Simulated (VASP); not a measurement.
ZnS, 4 atoms in the cell. Symmetry: P6_3mc, No. 186, hexagonal system. The conventional cell has a = 3.751 Å, b = 3.751 Å, c = 6.161 Å, α = 90.00°, β = 90.00°, γ = 120.00°. Within 3.0 Å of Zn (site symmetry 3m) lie 4 S at 2.30 Å. Within 3.0 Å of S (site symmetry 3m) lie 4 Zn at 2.30 Å. 

| Item | Value |
| --- | --- |
| Program | VASP 6.6.1 |
| Task | single point |
| Functional | PBEsol |
| Potentials or basis | VASP PAW PBE potentials, release 64 (Zn, S) |
| Cutoff | 520 eV |
| k mesh | 12 × 12 × 6 |
| Occupations | gaussian, width 0.02 eV |
| Spin | no spin polarisation |
| Dipole correction | no |
| Further INCAR settings | ALGO = Normal; EDIFF = 1e-07; NBANDS = 26 |

Potentials or basis: VASP PAW PBE potentials, release 64 (Zn, S).

Launch:

```bash
$ cat potpaw_PBE.64/Zn/POTCAR potpaw_PBE.64/S/POTCAR > POTCAR
$ mpirun -np 1 vasp_std > vasp.out
```

Hardware: 1 thread of Intel(R) Xeon(R) Platinum 8259CL CPU @ 2.50GHz (Skylake/Cascade Lake) (shared host).

Problem. How long does it take, and how much memory?

Solution. Run time: 2.2 min on 1 thread of Intel(R) Xeon(R) Platinum 8259CL CPU @ 2.50GHz (Skylake/Cascade Lake), on a shared host, peak memory 0.27 GiB. Counts: scf iterations 15, k points 76.
